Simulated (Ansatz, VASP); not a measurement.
This is a calculation of ZnO for Ansatz 0.2.0.

File input.yaml:

```yaml
crystal:
  lattice:
    - [3.249308, 0.0, 0.0]
    - [-1.624654, 2.8139832727, 0.0]
    - [0.0, 0.0, 5.205709]
  atoms:
    - { symbol: Zn, position: [0.6666666667, 0.3333333333, 0.0] }
    - { symbol: Zn, position: [0.3333333333, 0.6666666667, 0.5] }
    - { symbol: O, position: [0.3333333333, 0.6666666667, 0.87901] }
    - { symbol: O, position: [0.6666666667, 0.3333333333, 0.37901] }
hamiltonian:
  xc: pbe
  pseudopotentials: { kind: paw }
kpoints:
  mp_grid: { grid: [5, 5, 3] }
scf:
  occupations: { method: fermi_dirac, width: 0.05 }
output:
  forces: true
  stress: true
  eigenvalues: true
```

Potentials or basis: Ansatz PAW.

Run with:

```console
$ ansatz run input.yaml --threads 1 --pin off --max-ram 3584MiB --backend cpu --events-out ev --progress --plain --runs-dir out
```

Task: Set up the same calculation for VASP 6.6.1. Potentials there: VASP PAW PBE potentials, release 64 (Zn, O_h).

Result: As run (the cutoff follows the program's own potentials):

File INCAR:

```
SYSTEM = ZnO
PREC = Accurate
ENCUT = 910
EDIFF = 1E-6
ISMEAR = -1
SIGMA = 0.05
LREAL = .FALSE.
LASPH = .TRUE.
NELM = 120
ALGO = Normal
ISIF = 2
LWAVE = .FALSE.
LCHARG = .TRUE.
GGA = PE
LELF = .TRUE.
LVHAR = .TRUE.
NBANDS = 26
GGA_COMPAT = .FALSE.
```

Contents of KPOINTS:

```
regular mesh
0
G
  5 5 3
  0 0 0
```

The input POSCAR:

```
ZnO
1.0
    3.2493080000      0.0000000000      0.0000000000
   -1.6246540000      2.8139832727      0.0000000000
    0.0000000000      0.0000000000      5.2057090000
Zn O
2 2
Direct
    0.6666666667      0.3333333333      0.0000000000
    0.3333333333      0.6666666667      0.5000000000
    0.3333333333      0.6666666667      0.8790100000
    0.6666666667      0.3333333333      0.3790100000
```

Potentials or basis: VASP PAW PBE potentials, release 64 (Zn, O_h).

Command:

```bash
$ cat potpaw_PBE.64/Zn/POTCAR potpaw_PBE.64/O_h/POTCAR > POTCAR
$ mpirun -np 1 vasp_std > vasp.out
```

Both were run:

|  | VASP | Ansatz | Ansatz less VASP |
| --- | --- | --- | --- |
| gap on the k mesh at the Fermi level (eV) | 0.79 | 0.80 | +0.013 |
| least direct gap on the mesh (eV) | 0.79 | 0.80 | +0.013 |
| rms of the force components (eV/Å) | 0.042 | 0.040 | -0.0022 |

Atom by atom the forces differ by 0.002 eV/Å (rms over components). With one functional, cell and mesh, what is left measures potentials, basis and numerics.

The k mesh is coarse, so the values compare programs but aren't converged. Noted on VASP's run: the cutoff is short for stress, so the pressure is rough. Noted on Ansatz's run: odd divisions of the mesh miss points on the zone boundary, where band edges often lie, so the gap on the mesh can be too wide.
